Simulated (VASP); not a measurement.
# MoH5 (P4/mmm) in VASP: relaxation of cell and atoms with PBE

Aim: the relaxation of cell and atoms of MoH5 with PBE.

Everything below comes from runs of VASP 6.6.1. Logs are shortened: lines on timing, memory, paths and dates and some standing lists are left out, and cuts for length are marked.

### 1 The cell of the first run

Symmetry: P4/mmm, No. 123, tetragonal system. The conventional cell has a = 3.704 Å, b = 3.704 Å, c = 2.527 Å, α = 90.00°, β = 90.00°, γ = 90.00°. Within 0.9 Å of H (site symmetry m2m) lie 2 H at 0.68 Å. Within 1.7 Å of H (site symmetry 4/mmm) lie 2 Mo at 1.26 Å. Within 1.7 Å of Mo (site symmetry 4/mmm) lie 2 H at 1.26 Å.

The cell was built from a structure type or drawn by symmetry, and may not be a known phase.

### 2 Relaxation of cell and atoms, PBE

INCAR

```
PREC = Accurate
ENCUT = 910
EDIFF = 1E-7
ISMEAR = 0
SIGMA = 0.1
LREAL = False
LASPH = True
NELM = 120
ALGO = Normal
ISIF = 3
LWAVE = False
LCHARG = False
GGA = PE
IBRION = 2
NSW = 90
EDIFFG = -0.04
GGA_COMPAT = False
NELMIN = 4
```

KPOINTS

```
regular mesh
0
Gamma
  6 6 6
```

POSCAR

```
MoH5
1.0
    3.7043419300      0.0000000000      0.0000000000
    0.0000000000      3.7043419300      0.0000000000
    0.0000000000      0.0000000000      2.5270501500
H Mo
5 1
Direct
    0.3701097700      0.5000000000      0.0000000000
    0.6298902300      0.5000000000      0.0000000000
    0.5000000000      0.3701097700      0.0000000000
    0.5000000000      0.6298902300      0.0000000000
    0.0000000000      0.0000000000      0.0000000000
    0.0000000000      0.0000000000      0.5000000000
```

Potentials or basis: VASP PAW PBE potentials, release 64 (H_h, Mo_sv).

Started as:

```
$ cat potpaw_PBE.64/H_h/POTCAR potpaw_PBE.64/Mo_sv/POTCAR > POTCAR
$ mpirun -np 1 vasp_std > vasp.out
```

OUTCAR:

```text
PREC = Accurate
   ENCUT = 910
   EDIFF = 1E-7
   ISMEAR = 0
   LREAL = False
   LASPH = True
   NELM = 120
   ISIF = 3
   GGA = PE
   IBRION = 2
   NSW = 90
   EDIFFG = -0.04
   NELMIN = 4

 ion  position               nearest neighbor table
   1  0.370  0.500  0.000-   3 0.68   4 0.68
   2  0.630  0.500  0.000-   3 0.68   4 0.68
   3  0.500  0.370  0.000-   1 0.68   2 0.68
   4  0.500  0.630  0.000-   1 0.68   2 0.68
   5  0.000  0.000  0.000-   6 1.26   6 1.26
   6  0.000  0.000  0.500-   5 1.26   5 1.26

  LATTYP: Found a simple tetragonal cell.
 ALAT       =     3.7043419300
 C/A-ratio  =     0.6821859855

  Lattice vectors:

 A1 = (   3.7043419300,   0.0000000000,   0.0000000000)
 A2 = (   0.0000000000,   3.7043419300,   0.0000000000)
 A3 = (   0.0000000000,   0.0000000000,   2.5270501500)

Analysis of symmetry for initial positions (statically):
=====================================================================
 Subroutine PRICEL returns:
 Original cell was already a primitive cell.

 Routine SETGRP: Setting up the symmetry group for a
 simple tetragonal supercell.

 Subroutine GETGRP returns: Found 16 space group operations
 (whereof 16 operations were pure point group operations)
 out of a pool of 16 trial point group operations.

The static configuration has the point symmetry D_4h.

Analysis of symmetry for dynamics (positions and initial velocities):
=====================================================================
 Subroutine PRICEL returns:
 Original cell was already a primitive cell.

 Routine SETGRP: Setting up the symmetry group for a
 simple tetragonal supercell.

 Subroutine GETGRP returns: Found 16 space group operations
 (whereof 16 operations were pure point group operations)
 out of a pool of 16 trial point group operations.

The dynamic configuration has the point symmetry D_4h.

 Subroutine INISYM returns: Found 16 space group operations
 (whereof 16 operations are pure point group operations),
 and found     1 'primitive' translations

----------------------------------------------------------------------------------------

                                     Primitive cell

  volume of cell :      34.6766

  direct lattice vectors                    reciprocal lattice vectors
     3.704341930  0.000000000  0.000000000     0.269953481  0.000000000  0.000000000
     0.000000000  3.704341930  0.000000000     0.000000000  0.269953481  0.000000000
     0.000000000  0.000000000  2.527050150     0.000000000  0.000000000  0.395718304

  length of vectors
     3.704341930  3.704341930  2.527050150     0.269953481  0.269953481  0.395718304

  position of ions in fractional coordinates (direct lattice)
     0.370109770  0.500000000  0.000000000
     0.629890230  0.500000000  0.000000000
     0.500000000  0.370109770  0.000000000
     0.500000000  0.629890230  0.000000000
     0.000000000  0.000000000  0.000000000
     0.000000000  0.000000000  0.500000000

  ion indices of the primitive-cell ions
   primitive index   ion index
                 1           1
                 2           2
                 3           3
                 4           4
                 5           5
                 6           6

----------------------------------------------------------------------------------------

 KPOINTS: regular mesh

Automatic generation of k-mesh.
 Grid dimensions read from file:
 generate k-points for:    6    6    6

 Generating k-lattice:

  Cartesian coordinates                     Fractional coordinates (reciprocal lattice)
     0.044992247  0.000000000  0.000000000     0.166666667  0.000000000  0.000000000
     0.000000000  0.044992247  0.000000000     0.000000000  0.166666667  0.000000000
     0.000000000  0.000000000  0.065953051     0.000000000  0.000000000  0.166666667

  Length of vectors
     0.044992247  0.044992247  0.065953051

  Shift w.r.t. Gamma in fractional coordinates (k-lattice)
     0.000000000  0.000000000  0.000000000

 Subroutine IBZKPT returns following result:
 ===========================================

 Found     40 irreducible k-points:

 Following reciprocal coordinates:
            Coordinates               Weight
  0.000000  0.000000  0.000000      1.000000
  0.166667  0.000000  0.000000      4.000000
  0.333333  0.000000  0.000000      4.000000
  0.500000  0.000000  0.000000      2.000000
  0.166667  0.166667  0.000000      4.000000
  0.333333  0.166667  0.000000      8.000000
[... 16 lines left out ...]
  0.333333  0.000000  0.333333      8.000000
  0.500000  0.000000  0.333333      4.000000
 [... further k-points ...]
   k-points           NKPTS =     40   k-points in BZ     NKDIM =     40   number of bands    NBANDS=     13
   number of dos      NEDOS =    301   number of ions     NIONS =      6
   total plane-waves  NPLWV =  36288
   dimension x,y,z NGX =    36 NGY =   36 NGZ =   28
   dimension x,y,z NGXF=    72 NGYF=   72 NGZF=   56
   ions per type =               5   1
   NGX,Y,Z   is equivalent  to a cutoff of  16.16, 16.16, 18.42 a.u.
   NGXF,Y,Z  is equivalent  to a cutoff of  32.31, 32.31, 36.84 a.u.
 SYSTEM =  unknown system
   PREC   = accura    normal or accurate (medium, high low for compatibility)
   ISTART =      0    job   : 0-new  1-cont  2-samecut
   ICHARG =      2    charge: 1-file 2-atom 10-const
   ISPIN  =      1    spin polarized calculation?
   LNONCOLLINEAR =      F non collinear calculations
   LSORBIT =      F    spin-orbit coupling
   LASPH  =      T    aspherical Exc in radial PAW
   ENCUT  =  910.0 eV  66.88 Ry    8.18 a.u.   9.11  9.11  6.22*2*pi/ulx,y,z
   NELM   =    120;   NELMIN=  4; NELMDL= -5     # of ELM steps
   EDIFF  = 0.1E-06   stopping-criterion for ELM
   LREAL  =      F    real-space projection
   EDIFFG = -.4E-01   stopping-criterion for IOM
   NSW    =     90    number of steps for IOM
   IBRION =      2    ionic relax: 0-MD 1-quasi-New 2-CG
   NFREE  =      1    steps in history (QN), initial steepest desc. (CG)
   ISIF   =      3    stress and relaxation
   ISYM   =      2    0-nonsym 1-usesym 2-fastsym
   POTIM  = 0.5000    time-step for ionic-motion
   TEBEG  =    0.0;   TEEND  =   0.0 temperature during run
   PSTRESS=    0.0 pullay stress
   NELECT =      19.0000    total number of electrons
   NUPDOWN=      -1.0000    fix difference up-down
   EMIN   =  10.00;   EMAX   =-10.00  energy-range for DOS
   EFERMI =   0.00;   METHOD = LEGACY
   ISMEAR =     0;   SIGMA  =   0.10  broadening in eV -4-tet -1-fermi 0-gaus
   EFERMI_NEDOS =   21; number of points for ismear=-14 and -15
   IALGO  =     38    algorithm
   IMIX   =      4    mixing-type and parameters
     AMIX     =   0.40;   BMIX     =  1.00
     AMIX_MAG =   1.60;   BMIX_MAG =  1.00
  volume/ion in A,a.u.               =       5.78        39.00
  Fermi-wavevector in a.u.,A,eV,Ry     =   1.339617  2.531509 24.416663  1.794574
  Thomas-Fermi vector in A             =   2.467995
   LORBIT       =      0    0 simple, 1 ext, 2 COOP (PROOUT), +10 PAW based schemes
   GGA     = PE    functional components
   LHFCALC =     F    Hartree Fock is set to
   AEXX    =    0.0000 exact exchange contribution
   IVDW    =     0    specifies the selected vdW correction
   LEPSILON=     F    determine dielectric tensor
   LRPA    =     F    only Hartree local field effects (RPA)
 conjugate gradient relaxation of ions
 non-spin polarized calculation
 Gauss-broadening in eV      SIGMA  =   0.10
  energy-cutoff  :      910.00
  volume of cell :       34.68
 maximum number of plane-waves:      2180
   NGX = 19   NGY = 19   NGZ = 13

--------------------------------------- Ionic step        1  -------------------------------------------

 number of electron      19.0000000 magnetization

 Free energy of the ion-electron system (eV)
  ---------------------------------------------------
  ext. energy  EPLUGINS =         0.00000000
  ---------------------------------------------------
  free energy    TOTEN  =        -8.82000433 eV

  energy without entropy =       -8.80173217  energy(sigma->0) =       -8.81086825

------------------------ aborting loop because EDIFF is reached ----------------------------------------

  FORCE on cell =-STRESS in cart. coord.  units (eV):
  Direction    XX          YY          ZZ          XY          YZ          ZX
  --------------------------------------------------------------------------------------
  -------------------------------------------------------------------------------------
  Total       10.4674482     10.4674482     40.3074611      0.0000000      0.0000000     -0.0000000
  in kB      483.6324214    483.6324214   1862.3445426      0.0000000      0.0000000     -0.0000000
  external PRESSURE =     943.2031285 kB  Pullay stress =       0.0000000 kB
[... 101 lines left out ...]
  FREE ENERGIE OF THE ION-ELECTRON SYSTEM (eV)
  ---------------------------------------------------
  free  energy   TOTEN  =       -19.3886613066 eV

  energy  without entropy=      -19.3648359386  energy(sigma->0) =      -19.37674862

 E-fermi :   3.8839     XC(G=0):  -9.9556

 val. band max:        3.8703374368   @ k =   0.3333   0.3333   0.5000
 cond. band min:       3.8862803496   @ k =   0.5000   0.5000   0.0000
 fundamental gap:      0.0159429128
 Fermi energy:         3.8839473603

 k-point     1 :       0.0000    0.0000    0.0000
  band No.  band energies     occupation
      1     -57.3471      2.00000
      2     -31.4968      2.00000
      3     -31.3569      2.00000
      4     -31.3569      2.00000
      5      -7.0771      2.00000
      6      -2.0580      2.00000
      7      -1.1019      2.00000
      8       4.0675      0.00945
      9       4.3593      0.00000
     10       4.3593      0.00000
     11       4.8496      0.00000
     12       4.8496      0.00000
     13       5.5643      0.00000
[... 356 lines left out ...]
      2     -31.7279      2.00000
      3     -31.3720      2.00000
      4     -31.3408      2.00000
      5      -3.8823      2.00000
      6      -3.7848      2.00000
      7       0.6922      2.00000
      8       2.8284      2.00000
      9       3.4255      2.00000
     10       3.7149      1.98321
     11       4.1591      0.00010
     12       5.6612      0.00000
     13       6.7967      0.00000

 [... further k-points ...]

[... ionic steps 4 to 11 ...]

--------------------------------------- Ionic step       12  -------------------------------------------

 number of electron      19.0000002 magnetization

------------------------ aborting loop because EDIFF is reached ----------------------------------------
[... 75 lines left out ...]
--------------------------------------- Ionic step       14  -------------------------------------------

 number of electron      19.0000001 magnetization

 Free energy of the ion-electron system (eV)
  ---------------------------------------------------
  ext. energy  EPLUGINS =         0.00000000
  ---------------------------------------------------
  free energy    TOTEN  =       -21.38821834 eV

  energy without entropy =      -21.37811339  energy(sigma->0) =      -21.38316586

 E-fermi :   6.3276     XC(G=0): -11.1569

 val. band max:        6.3109870108   @ k =   0.5000   0.3333   0.3333
 cond. band min:       6.3411354934   @ k =   0.5000   0.0000   0.5000
 fundamental gap:      0.0301484826
 Fermi energy:         6.3275806691

 k-point     1 :       0.0000    0.0000    0.0000
  band No.  band energies     occupation
      1     -54.8196      2.00000
      2     -29.0238      2.00000
      3     -28.7865      2.00000
      4     -28.7865      2.00000
      5      -7.3856      2.00000
      6       0.2495      2.00000
      7       0.7781      2.00000
      8       6.8540      0.00000
      9       6.8540      0.00000
     10       7.2793      0.00000
     11       7.2985      0.00000
     12       8.9272      0.00000
     13       8.9272      0.00000
[... 401 lines left out ...]
  FREE ENERGIE OF THE ION-ELECTRON SYSTEM (eV)
  ---------------------------------------------------
  free  energy   TOTEN  =       -21.3882183420 eV

  energy  without entropy=      -21.3781133858  energy(sigma->0) =      -21.38316586

 reached required accuracy - stopping structural energy minimisation
```

Run time: 5.7 min. Hardware: 1 thread of AMD EPYC 7R13 (Zen 3), shared host; peak memory 0.19 GiB.

Results:

| Item | Value |
| --- | --- |
| Free energy | -21.3882 eV |
| Relaxed volume | 6.03 Å³/atom |
| Relaxed cell | a = 3.289 Å, b = 3.289 Å, c = 3.342 Å, α = 90.00°, β = 90.00°, γ = 90.00° |
| Space group after relaxing (to 0.1 Å) | P4/mmm (No. 123) |
| Energy gained by relaxing | 2094.7 meV/atom |
| Ionic steps | 14 |
| Pressure after relaxing | -0.3 GPa |
| Largest force after relaxing | 0.015 eV/Å |
| Band gap on the k mesh | zero (an odd number of electrons rules out a gap without spin polarisation) |

Forces on the atoms (eV/Å):
```
H   -0.015  0.000  0.000
H    0.015  0.000  0.000
H    0.000 -0.015  0.000
H    0.000  0.015  0.000
H    0.000  0.000  0.000
Mo   0.000  0.000  0.000
```

Step by step:
```csv
step,energy change (eV),largest force (eV/Å),pressure (GPa),volume (Å³)
1,0.0000,15.1563,94.32,34.68
2,-10.5664,0.8618,-16.82,53.97
3,-10.5687,0.8833,-16.85,54.05
4,-11.4862,1.0683,-12.80,47.25
5,-11.1649,3.5534,47.63,30.19
6,-12.0547,0.7870,-5.35,41.31
7,-12.2269,0.2221,11.66,35.54
8,-12.2547,0.2545,4.67,37.40
9,-12.5103,0.6153,5.25,36.21
10,-12.5129,0.5172,4.98,36.31
11,-12.5552,0.1149,-3.21,37.56
12,-12.5611,0.0489,-1.33,37.23
13,-12.5644,0.0265,-1.10,36.94
14,-12.5682,0.0150,-0.28,36.15
```

Final structure:
```xyz
6
Lattice="3.2892 0.0000 0.0000 0.0000 3.2892 0.0000 0.0000 0.0000 3.3419" Properties=species:S:1:pos:R:3 pbc="T T T"
H     0.4703    1.6446    0.0000
H     2.8189    1.6446    0.0000
H     1.6446    0.4703    3.3419
H     1.6446    2.8189    0.0000
H     0.0000    0.0000    0.0000
Mo    0.0000    0.0000    1.6709
```

Caveat: the k points lie up to 0.32 Å⁻¹ apart in the final cell, too coarse for converged energies and pressures of a metal; a cell axis changed by over 15 % at a fixed basis, so the end point is rough.
